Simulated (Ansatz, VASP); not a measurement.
**One calculation of Si6Cl, two programs**

Contents of INCAR:

```
SYSTEM = Si6Cl
  ALGO = Normal
  DIPOL = 0.5 0.5 0.294
  EDIFF = 1E-6
  ENCUT = 520
  GGA = PE
  IDIPOL = 3
  ISIF = 2
  ISMEAR = 0
  LASPH = .True.
  LCHARG = .False.
  LDIPOL = .True.
  LREAL = .False.
  LWAVE = .False.
  NBANDS = 44
  NELM = 100
  PREC = Accurate
  SIGMA = 0.05
```

The input KPOINTS:

```
k-points
0
Gamma
  4 5 1
  0 0 0
```

POSCAR

```
Si6Cl
1.0
    7.7350714036      0.0000000000      0.0000000000
    0.0000000000      5.4695214425      0.0000000000
    0.0000000000      0.0000000000     21.7238418972
Si Cl
12 2
Direct
    0.2500000000      0.0000000000      0.1841294933
    0.7500000000      0.0000000000      0.1841294933
    0.0000000000      0.2500000000      0.1841294933
    0.5000000000      0.2500000000      0.1841294933
    0.0000000000      0.5024402289      0.2710384085
    0.5000000000      0.5024402289      0.2710384085
    0.2500000000      0.7475597711      0.2710384085
    0.7500000000      0.7475597711      0.2710384085
    0.2500000000      0.0098635104      0.3555467736
    0.7500000000      0.0098635104      0.3555467736
    0.0000000000      0.2401364896      0.3555467736
    0.5000000000      0.2401364896      0.3555467736
    0.0000000000      0.8361737260      0.4365637507
    0.0000000000      1.1835532948      0.4365637507
```

Input for Ansatz:

```yaml
crystal:
  lattice:
    - [7.7350714036, 0.0, 0.0]
    - [0.0, 5.4695214425, 0.0]
    - [0.0, 0.0, 21.7238418972]
  atoms:
    - { symbol: Si, position: [0.25, 0.0, 0.1841294933] }
    - { symbol: Si, position: [0.75, 0.0, 0.1841294933] }
    - { symbol: Si, position: [0.0, 0.25, 0.1841294933] }
    - { symbol: Si, position: [0.5, 0.25, 0.1841294933] }
    - { symbol: Si, position: [0.0, 0.5024402289, 0.2710384085] }
    - { symbol: Si, position: [0.5, 0.5024402289, 0.2710384085] }
    - { symbol: Si, position: [0.25, 0.7475597711, 0.2710384085] }
    - { symbol: Si, position: [0.75, 0.7475597711, 0.2710384085] }
    - { symbol: Si, position: [0.25, 0.0098635104, 0.3555467736] }
    - { symbol: Si, position: [0.75, 0.0098635104, 0.3555467736] }
    - { symbol: Si, position: [0.0, 0.2401364896, 0.3555467736] }
    - { symbol: Si, position: [0.5, 0.2401364896, 0.3555467736] }
    - { symbol: Cl, position: [0.0, 0.836173726, 0.4365637507] }
    - { symbol: Cl, position: [0.0, 1.1835532948, 0.4365637507] }
basis:
  ecutwfc: 420
kpoints:
  mp_grid: { grid: [4, 5, 1] }
hamiltonian:
  xc: pbe
  pseudopotentials: { kind: paw, azcp: { folder: soft_1 } }
scf:
  occupations: { method: gaussian, width: 0.05 }
output:
  forces: true
  eigenvalues: true
efield:
  axis: 3
  dipole_correction: true
  ramp_width: 0.04
```

Alike in both runs: task single point; functional PBE; k mesh 4 × 5 × 1; occupations gaussian, width 0.05 eV; no spin polarisation.

|  | VASP | Ansatz |
| --- | --- | --- |
| version | VASP 6.6.1 | Ansatz 0.2.0 |
| potentials or method | VASP PAW PBE potentials, release 64 (Si, Cl), cutoff 520 eV | scalar-relativistic, plane waves, PAW |
| valence electrons in the cell | 62 | 62 |

```tsv
	VASP	Ansatz	Ansatz less VASP
gap on the k mesh at the Fermi level (eV)	none	none	-
rms of the force components (eV/Å)	2.917	2.968	+0.0512
```

Atom by atom the forces differ by 0.055 eV/Å (rms over components). A gap of «none» marks a metal or a gap that the smearing closes. The functional is the same, so the differences come from potentials, cutoffs and numerics.
